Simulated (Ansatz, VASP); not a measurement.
# Two plane-wave programs on HfS2

```
Hf S
1.0
     3.66660    0.00000    0.00000
    -1.83330    3.17537    0.00000
     0.00000    0.00000    5.93714
Hf S
1 2
Direct
  0.00000 0.00000 0.00000
  0.33333 0.66667 0.23981
  0.66667 0.33333 0.76019
```

Change from the starting cell: hydrostatic strain +1.0%.

Alike in both runs: task single point; functional HSE06; k mesh 6 × 6 × 4; no spin polarisation.

|  | VASP | Ansatz |
| --- | --- | --- |
| version | VASP 6.6.1 | Ansatz 0.2.0 |
| potentials or method | VASP PAW PBE potentials, release 64 (Hf_pv, S) | plane waves, PAW |
| plane-wave cutoff (eV) | 400 | 420 |
| occupations | gaussian, width 0.01 eV | fixed |
| valence electrons in the cell | 22 | 38 |

Ansatz gave:

```
gap on the k mesh at the Fermi level (eV)                     : 2.00
pressure (GPa)                                                : -0.1
traceless stress, the component that is largest in VASP (GPa) : 1.07
rms of the force components (eV/Å)                            : 0.029
```

**Question.** Which values does VASP return?

**Answer.** gap on the k mesh at the Fermi level (eV): 1.98; pressure (GPa): -1.4; traceless stress, the component that is largest in VASP (GPa): 1.35; rms of the force components (eV/Å): 0.094.

Atom by atom the forces differ by 0.065 eV/Å (rms over components). VASP's potentials hold 22 valence electrons a cell and Ansatz's 38, so a difference there can come from the potentials and not from the codes. Ansatz's warnings: stress exchange threshold loose, stress scf threshold loose.

Spin-orbit coupling is off throughout.
